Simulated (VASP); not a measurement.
Set up this calculation in VASP 6.6.1, as the native input.

```yaml
Task: single point
Functional: HSE06
Potentials_or_basis: VASP PAW PBE potentials, release 64 (Li_sv, Cl)
Cutoff: 520 eV
k_mesh: 6 × 6 × 6
Occupations: gaussian, width 0.01 eV
Spin: no spin polarisation
Dipole_correction: no
Grid_for_exact_exchange_PRECFOCK: Normal
Further_INCAR_settings: ALGO = Normal; EDIFF = 1e-06; NBANDS = 12
Screening_parameter: 0.2079 1/Å
```

The system is LiCl.

```
CELL_PARAMETERS angstrom
0.00000 2.67156 2.67156
2.67156 0.00000 2.67156
2.67156 2.67156 0.00000
ATOMIC_POSITIONS crystal
Li 0.00000 0.00000 0.00000
Cl 0.50000 0.50000 0.50000
```

This cell differs from its parent crystal: strain +4.5%.

These files were run (other wordings do the same):

POSCAR

```
LiCl
1.0
    0.0000000000      2.6715575456      2.6715575456
    2.6715575456      0.0000000000      2.6715575456
    2.6715575456      2.6715575456      0.0000000000
Li Cl
1 1
Direct
    0.0000000000      0.0000000000      0.0000000000
    0.5000000000      0.5000000000      0.5000000000
```

INCAR.step1

```
SYSTEM = LiCl
ALGO = Normal
EDIFF = 1E-5
ENCUT = 520
GGA = PE
ISIF = 2
ISMEAR = 0
LASPH = .True.
LCHARG = .False.
LREAL = .False.
LWAVE = .True.
NBANDS = 12
NELM = 80
PREC = Accurate
SIGMA = 0.01
```

INCAR.step2

```
SYSTEM = LiCl
ALGO = Normal
EDIFF = 1E-6
ENCUT = 520
GGA = PE
HFSCREEN = 0.2079
ISIF = 2
ISMEAR = 0
ISTART = 1
LASPH = .True.
LCHARG = .False.
LHFCALC = .True.
LREAL = .False.
LWAVE = .False.
NBANDS = 12
NELM = 80
PREC = Accurate
PRECFOCK = Normal
SIGMA = 0.01
```

KPOINTS

```
k-points
0
Gamma
  6 6 6
  0 0 0
```

Potentials or basis: VASP PAW PBE potentials, release 64 (Li_sv, Cl).

Launch:

```console
$ cat potpaw_PBE.64/Li_sv/POTCAR potpaw_PBE.64/Cl/POTCAR > POTCAR
$ cp INCAR.step1 INCAR
$ mpirun -np 1 vasp_std > vasp.out
$ cp INCAR.step2 INCAR
$ mpirun -np 1 vasp_std > vasp.out
```

Results of the run:

```yaml
Band_gap_on_the_k_mesh: 7.05 eV, direct
```

Caveat: the cell differs from its parent crystal (strain +4.5%).

Wall time 9.5 min on 1 thread of Oxide Virtual Turin-like Processor (shared host), peak memory 0.23 GiB.
